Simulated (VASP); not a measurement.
A run of VASP 6.6.1 is set up as follows.

Contents of INCAR:

```
SYSTEM = H2ClF
PREC = Accurate
ENCUT = 520
EDIFF = 1E-7
ISMEAR = -1
SIGMA = 0.02
LREAL = .False.
LASPH = .True.
NELM = 80
ALGO = Normal
ISIF = 2
LWAVE = .False.
LCHARG = .True.
GGA = PE
IVDW = 12
LELF = .True.
LVHAR = .True.
NBANDS = 36
```

File KPOINTS:

```
Automatic mesh
0
Gamma
  1 1 1
  0 0 0
```

Contents of POSCAR:

```
H2ClF
1.0
    6.5460240000      0.0000000000      0.0000000000
    0.0000000000      6.5460240000      0.0000000000
    0.0000000000      0.0000000000      6.5460240000
F H Cl
3 6 3
Direct
    0.5602314448      0.1806664798      0.7598949576
    0.5819784521      0.1915460865      0.3757056945
    0.6746770053      0.6002285719      0.5974736288
    0.5748877828      0.2002278942      0.6147108285
    0.6838606370      0.0880638628      0.3370049349
    0.5607138321      0.6598989840      0.6708913150
    0.4213714372      0.9746913424      0.7934356180
    0.2985254235      0.2954521002      0.1586282431
    0.7901840638      0.7467507433      0.4221300834
    0.3284182658      0.7941163753      0.8130542764
    0.1259217553      0.3203340229      0.0655171215
    0.8770525005      0.8711757367      0.2880422982
```

Potentials or basis: VASP PAW PBE potentials, release 64 (F, H, Cl).

Run with:

```bash
$ cat potpaw_PBE.64/F/POTCAR potpaw_PBE.64/H/POTCAR potpaw_PBE.64/Cl/POTCAR > POTCAR
$ mpirun -np 1 vasp_gam > vasp.out
```

(1) What does it give for the band gap on the k mesh?

(2) What does it give for the dispersion energy per atom?

Results:

(1) 5.75 eV.

(2) -0.033 eV.

Caveat: the k points lie up to 0.96 Å⁻¹ apart.
